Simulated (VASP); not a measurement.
Here is a VASP 6.6.1 calculation.

File INCAR:

```
SYSTEM = K
  PREC = Accurate
  ENCUT = 520
  EDIFF = 1E-6
  ISMEAR = -1
  SIGMA = 0.08
  LREAL = .FALSE.
  LASPH = .TRUE.
  NELM = 60
  ALGO = Normal
  ISIF = 2
  LWAVE = .FALSE.
  LCHARG = .FALSE.
  GGA = PE
  NBANDS = 10
```

KPOINTS

```
Automatic mesh
0
G
  13 13 13
  0 0 0
```

Contents of POSCAR:

```
K
1.0
    0.0000000000      2.6557236204      2.6557236204
    2.6557236204      0.0000000000      2.6557236204
    2.6557236204      2.6557236204      0.0000000000
K
1
Direct
    0.0000000000      0.0000000000      0.0000000000
```

Potentials or basis: VASP PAW PBE potentials, release 64 (K_sv).

Launch:

```bash
$ cat potpaw_PBE.64/K_sv/POTCAR > POTCAR
$ mpirun -np 1 vasp_std > vasp.out
```

Task: Predict the pressure.

Result: 8.4 GPa.

Task: Estimate the band gap on the k mesh.

Result: Zero (an odd number of electrons rules out a gap without spin polarisation).

Caveat: the cell stands under pressure.
